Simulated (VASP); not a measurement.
# MgO in VASP: further runs

MgO is run at these levels: r2SCAN; tasks: single point.

Everything below comes from runs of VASP 6.6.1. Logs are shortened: lines on timing, memory, paths and dates and some standing lists are left out, and cuts for length are marked.

## Step 1: The cell of the first run

Symmetry: I4/mmm, No. 139, tetragonal system. Conventional cell: a = 2.973 Å, b = 2.973 Å, c = 4.240 Å, α = 90.00°, β = 90.00°, γ = 90.00°. Mg (site symmetry 4/mmm) has 6 O at 2.10 to 2.12 Å within 2.8 Å. O (site symmetry 4/mmm) has 6 Mg at 2.10 to 2.12 Å within 2.8 Å.

## Step 2: Single point, r2SCAN (uniaxial z strain +0.9%)

POSCAR reads:

```
MgO
1.0
    0.0000000000      2.1021674168      2.1202460566
    2.1021674168      0.0000000000      2.1202460566
    2.1021674168      2.1021674168      0.0000000000
Mg O
1 1
Direct
    0.0000000000      0.0000000000      0.0000000000
    0.5000000000      0.5000000000      0.5000000000
```

INCAR.step1 reads:

```
ALGO = Normal
EDIFF = 1E-5
ENCUT = 750
GGA = PE
GGA_COMPAT = False
ISMEAR = 0
LASPH = True
LCHARG = False
LREAL = False
LWAVE = True
NBANDS = 15
NELM = 120
PREC = Accurate
SIGMA = 0.01
```

INCAR.step2 reads:

```
ALGO = Normal
EDIFF = 1E-6
ENCUT = 750
GGA_COMPAT = False
ISIF = 2
ISMEAR = 0
ISTART = 1
LASPH = True
LCHARG = True
LELF = True
LMIXTAU = True
LREAL = False
LVHAR = True
LWAVE = False
METAGGA = R2SCAN
NBANDS = 15
NELM = 120
PREC = Accurate
SIGMA = 0.01
```

KPOINTS reads:

```
k-points
0
Gamma
  10 10 10
```

Potentials or basis: VASP PAW PBE potentials, release 64 (Mg_sv, O).

Command:

```
$ cat potpaw_PBE.64/Mg_sv/POTCAR potpaw_PBE.64/O/POTCAR > POTCAR
$ cp INCAR.step1 INCAR
$ mpirun -np 1 vasp_std > vasp.out
$ cp INCAR.step2 INCAR
$ mpirun -np 1 vasp_std > vasp.out
```

OUTCAR:

```text
EDIFF = 1E-6
   ENCUT = 750
   ISIF = 2
   ISMEAR = 0
   ISTART = 1
   LASPH = True
   LREAL = False
   METAGGA = R2SCAN
   NELM = 120
   PREC = Accurate

 ion  position               nearest neighbor table
   1  0.000  0.000  0.000-   2 2.10   2 2.10   2 2.10   2 2.10   2 2.12   2 2.12
   2  0.500  0.500  0.500-   1 2.10   1 2.10   1 2.10   1 2.10   1 2.12   1 2.12

  LATTYP: Found a body centered tetragonal cell.
 ALAT       =     2.9729136712
 C/A-ratio  =     1.4263757990

  Lattice vectors:

 A1 = (  -2.1021674168,   0.0000000000,   2.1202460566)
 A2 = (   2.1021674168,   0.0000000000,   2.1202460566)
 A3 = (   0.0000000000,   2.1021674168,  -2.1202460566)

Analysis of symmetry for initial positions (statically):
=====================================================================
 Subroutine PRICEL returns:
 Original cell was already a primitive cell.

 Routine SETGRP: Setting up the symmetry group for a
 body centered tetragonal supercell.

 Subroutine GETGRP returns: Found 16 space group operations
 (whereof 16 operations were pure point group operations)
 out of a pool of 16 trial point group operations.

The static configuration has the point symmetry D_4h.

Analysis of symmetry for dynamics (positions and initial velocities):
=====================================================================
 Subroutine PRICEL returns:
 Original cell was already a primitive cell.

 Routine SETGRP: Setting up the symmetry group for a
 body centered tetragonal supercell.

 Subroutine GETGRP returns: Found 16 space group operations
 (whereof 16 operations were pure point group operations)
 out of a pool of 16 trial point group operations.

The dynamic configuration has the point symmetry D_4h.

 Subroutine INISYM returns: Found 16 space group operations
 (whereof 16 operations are pure point group operations),
 and found     1 'primitive' translations

----------------------------------------------------------------------------------------

                                     Primitive cell

  volume of cell :      18.7392

  direct lattice vectors                    reciprocal lattice vectors
     0.000000000  2.102167417  2.120246057    -0.237849753  0.237849753  0.235821686
     2.102167417  0.000000000  2.120246057     0.237849753 -0.237849753  0.235821686
     2.102167417  2.102167417  0.000000000     0.237849753  0.237849753 -0.235821686

  length of vectors
     2.985724567  2.985724567  2.972913671     0.410800289  0.410800289  0.410800289

  position of ions in fractional coordinates (direct lattice)
     0.000000000  0.000000000  0.000000000
     0.500000000  0.500000000  0.500000000

  ion indices of the primitive-cell ions
   primitive index   ion index
                 1           1
                 2           2

----------------------------------------------------------------------------------------

 KPOINTS: k-points

Automatic generation of k-mesh.
 Grid dimensions read from file:
 generate k-points for:   10   10   10

 Generating k-lattice:

  Cartesian coordinates                     Fractional coordinates (reciprocal lattice)
    -0.023784975  0.023784975  0.023582169     0.100000000 -0.000000000  0.000000000
     0.023784975 -0.023784975  0.023582169    -0.000000000  0.100000000  0.000000000
     0.023784975  0.023784975 -0.023582169     0.000000000  0.000000000  0.100000000

  Length of vectors
     0.041080029  0.041080029  0.041080029

  Shift w.r.t. Gamma in fractional coordinates (k-lattice)
     0.000000000  0.000000000  0.000000000

 Subroutine IBZKPT returns following result:
 ===========================================

 Found    102 irreducible k-points:

 Following reciprocal coordinates:
            Coordinates               Weight
  0.000000  0.000000  0.000000      1.000000
  0.100000  0.000000  0.000000      8.000000
  0.200000  0.000000  0.000000      8.000000
  0.300000 -0.000000  0.000000      8.000000
  0.400000 -0.000000  0.000000      8.000000
  0.500000 -0.000000  0.000000      4.000000
[... 16 lines left out ...]
  0.300000  0.300000  0.000000      2.000000
  0.400000  0.300000  0.000000      8.000000
 [... further k-points ...]
   k-points           NKPTS =    102   k-points in BZ     NKDIM =    102   number of bands    NBANDS=     15
   number of dos      NEDOS =    301   number of ions     NIONS =      2
   total plane-waves  NPLWV =  21952
   dimension x,y,z NGX =    28 NGY =   28 NGZ =   28
   dimension x,y,z NGXF=    56 NGYF=   56 NGZF=   56
   ions per type =               1   1
   NGX,Y,Z   is equivalent  to a cutoff of  15.59, 15.59, 15.66 a.u.
   NGXF,Y,Z  is equivalent  to a cutoff of  31.18, 31.18, 31.32 a.u.
 SYSTEM =  unknown system
   PREC   = accura    normal or accurate (medium, high low for compatibility)
   ISTART =      1    job   : 0-new  1-cont  2-samecut
   ICHARG =      0    charge: 1-file 2-atom 10-const
   ISPIN  =      1    spin polarized calculation?
   LNONCOLLINEAR =      F non collinear calculations
   LSORBIT =      F    spin-orbit coupling
   LASPH  =      T    aspherical Exc in radial PAW
   ENCUT  =  750.0 eV  55.12 Ry    7.42 a.u.   6.67  6.67  6.64*2*pi/ulx,y,z
   NELM   =    120;   NELMIN=  2; NELMDL=  0     # of ELM steps
   EDIFF  = 0.1E-05   stopping-criterion for ELM
   LREAL  =      F    real-space projection
   EDIFFG = 0.1E-04   stopping-criterion for IOM
   NSW    =      0    number of steps for IOM
   IBRION =     -1    ionic relax: 0-MD 1-quasi-New 2-CG
   NFREE  =      0    steps in history (QN), initial steepest desc. (CG)
   ISIF   =      2    stress and relaxation
   ISYM   =      2    0-nonsym 1-usesym 2-fastsym
   POTIM  = 0.5000    time-step for ionic-motion
   TEBEG  =    0.0;   TEEND  =   0.0 temperature during run
   PSTRESS=    0.0 pullay stress
   NELECT =      16.0000    total number of electrons
   NUPDOWN=      -1.0000    fix difference up-down
   EMIN   =  10.00;   EMAX   =-10.00  energy-range for DOS
   EFERMI =   0.00;   METHOD = LEGACY
   ISMEAR =     0;   SIGMA  =   0.01  broadening in eV -4-tet -1-fermi 0-gaus
   EFERMI_NEDOS =   21; number of points for ismear=-14 and -15
   IALGO  =     38    algorithm
   IMIX   =      4    mixing-type and parameters
     AMIX     =   0.40;   BMIX     =  1.00
     AMIX_MAG =   1.60;   BMIX_MAG =  1.00
  volume/ion in A,a.u.               =       9.37        63.23
  Fermi-wavevector in a.u.,A,eV,Ry     =   1.553094  2.934923 32.818646  2.412102
  Thomas-Fermi vector in A             =   2.657375
   LORBIT       =      0    0 simple, 1 ext, 2 COOP (PROOUT), +10 PAW based schemes
   METAGGA = R2SCAN    functional components
   LHFCALC =     F    Hartree Fock is set to
   AEXX    =    0.0000 exact exchange contribution
   IVDW    =     0    specifies the selected vdW correction
   LEPSILON=     F    determine dielectric tensor
   LRPA    =     F    only Hartree local field effects (RPA)
 non-spin polarized calculation
 Gauss-broadening in eV      SIGMA  =   0.01
  energy-cutoff  :      750.00
  volume of cell :       18.74
 maximum number of plane-waves:       895
   NGX = 13   NGY = 13   NGZ = 13

 number of electron      15.9999994 magnetization

 Free energy of the ion-electron system (eV)
  ---------------------------------------------------
  ext. energy  EPLUGINS =         0.00000000
  ---------------------------------------------------
  free energy    TOTEN  =       -16.16252678 eV

  energy without entropy =      -16.16252678  energy(sigma->0) =      -16.16252678

 E-fermi :   2.7119     XC(G=0): -12.0236

 val. band max:        2.4973430587   @ k =   0.0000   0.0000   0.0000
 cond. band min:       8.1018225001   @ k =   0.0000   0.0000   0.0000
 fundamental gap:      5.6044794414
 Fermi energy:         2.7118900866

 k-point     1 :       0.0000    0.0000    0.0000
  band No.  band energies     occupation
      1     -72.4967      2.00000
      2     -37.5918      2.00000
      3     -37.5866      2.00000
      4     -37.5866      2.00000
      5     -15.6862      2.00000
      6       2.4792      2.00000
      7       2.4792      2.00000
      8       2.4973      2.00000
      9       8.1018      0.00000
     10      19.2686      0.00000
     11      19.3598      0.00000
     12      19.3598      0.00000
     13      23.4272      0.00000
     14      25.1115      0.00000
     15      25.4001      0.00000

 k-point     2 :       0.1000    0.0000    0.0000
  band No.  band energies     occupation
      1     -72.4959      2.00000
      2     -37.5973      2.00000
      3     -37.5900      2.00000
      4     -37.5872      2.00000
      5     -15.5802      2.00000
      6       1.8609      2.00000
      7       2.4118      2.00000
      8       2.4207      2.00000
      9       8.7147      0.00000
     10      18.0816      0.00000
     11      19.5495      0.00000
     12      19.6149      0.00000
     13      24.4320      0.00000
     14      24.6872      0.00000
     15      25.1334      0.00000

 k-point     3 :       0.2000    0.0000    0.0000
  band No.  band energies     occupation
      1     -72.4939      2.00000
      2     -37.6176      2.00000
      3     -37.5930      2.00000
      4     -37.5892      2.00000
      5     -15.2900      2.00000
      6       0.5535      2.00000
      7       2.2405      2.00000
      8       2.2409      2.00000
      9       9.9258      0.00000
     10      16.5696      0.00000
     11      20.0556      0.00000
     12      20.1539      0.00000
     13      23.7750      0.00000
     14      23.9623      0.00000
     15      26.2839      0.00000

 k-point     4 :       0.3000   -0.0000    0.0000
  band No.  band energies     occupation
      1     -72.4914      2.00000
      2     -37.6432      2.00000
      3     -37.5956      2.00000
      4     -37.5914      2.00000
      5     -14.9020      2.00000
      6      -0.7725      2.00000
      7       2.0294      2.00000
      8       2.0384      2.00000
      9      10.8883      0.00000
     10      15.9210      0.00000
     11      20.1882      0.00000
     12      20.3507      0.00000
     13      24.2774      0.00000
     14      24.3760      0.00000
     15      25.7186      0.00000
[... 307 lines left out ...]
 k-point    22 :      -0.2000    0.2000    0.0000
  band No.  band energies     occupation
      1     -72.4905      2.00000
      2     -37.6377      2.00000
      3     -37.6121      2.00000
      4     -37.5905      2.00000
      5     -14.7866      2.00000
      6      -0.6006      2.00000
      7       1.1637      2.00000
      8       2.0320      2.00000
      9      11.8740      0.00000
     10      15.3682      0.00000
     11      18.8271      0.00000
     12      21.6566      0.00000
     13      22.1335      0.00000
     14      25.2380      0.00000
     15      28.8112      0.00000

 k-point    23 :       0.3000    0.3000    0.0000
  band No.  band energies     occupation
      1     -72.4898      2.00000
      2     -37.6388      2.00000
      3     -37.6039      2.00000
      4     -37.6039      2.00000
      5     -14.7324      2.00000
      6      -0.6393      2.00000
      7       1.5568      2.00000
      8       1.5568      2.00000
      9      12.3357      0.00000
     10      13.9109      0.00000
     11      18.0576      0.00000
     12      21.7634      0.00000
     13      21.7634      0.00000
     14      28.0941      0.00000
     15      31.3512      0.00000

 k-point    24 :       0.4000    0.3000    0.0000
  band No.  band energies     occupation
      1     -72.4882      2.00000
      2     -37.6487      2.00000
      3     -37.6096      2.00000
      4     -37.6067      2.00000
      5     -14.4988      2.00000
      6      -1.0691      2.00000
      7       1.1916      2.00000
      8       1.4098      2.00000
      9      13.0965      0.00000
     10      13.6769      0.00000
     11      17.2201      0.00000
     12      22.0577      0.00000
     13      22.2584      0.00000
     14      28.8655      0.00000
     15      30.8872      0.00000

 [... further k-points ...]

------------------------ aborting loop because EDIFF is reached ----------------------------------------

  FORCE on cell =-STRESS in cart. coord.  units (eV):
  Direction    XX          YY          ZZ          XY          YZ          ZX
  --------------------------------------------------------------------------------------
  -------------------------------------------------------------------------------------
  Total       -0.0916979     -0.0916979     -0.2884340      0.0000000     -0.0000000     -0.0000000
  in kB       -7.8400535     -7.8400535    -24.6607417      0.0000000     -0.0000000     -0.0000000
  external PRESSURE =     -13.4469495 kB  Pullay stress =       0.0000000 kB

 VOLUME and BASIS-vectors are now :
 -----------------------------------------------------------------------------
  energy-cutoff  :      750.00
  volume of cell :       18.74
      direct lattice vectors                 reciprocal lattice vectors
     0.000000000  2.102167417  2.120246057    -0.237849753  0.237849753  0.235821686
     2.102167417  0.000000000  2.120246057     0.237849753 -0.237849753  0.235821686
     2.102167417  2.102167417  0.000000000     0.237849753  0.237849753 -0.235821686

 POSITION                                       TOTAL-FORCE (eV/Angst)
 -----------------------------------------------------------------------------------
      0.00000      0.00000      0.00000        -0.000000     -0.000000      0.000000
      2.10217      2.10217      2.12025         0.000000      0.000000     -0.000000
 -----------------------------------------------------------------------------------
    total drift:                                0.000000      0.000000      0.000000

  FREE ENERGIE OF THE ION-ELECTRON SYSTEM (eV)
  ---------------------------------------------------
  free  energy   TOTEN  =       -16.1625267752 eV

  energy  without entropy=      -16.1625267752  energy(sigma->0) =      -16.16252678
```

Wall time 2.2 min (1 thread of Intel Xeon Platinum 8375C at 2.90GHz (Ice Lake), shared host); peak memory 0.19 GiB.

What came out:

```
Free energy            : -16.1625 eV
Pressure               : -1.3 GPa
Band gap on the k mesh : 5.60 eV
```

Caveat: the cell differs from its parent crystal (uniaxial z strain +0.9%); the PAW data sets were made with another functional, which shifts forces and pressure a little.

[end of part 1 of 2]
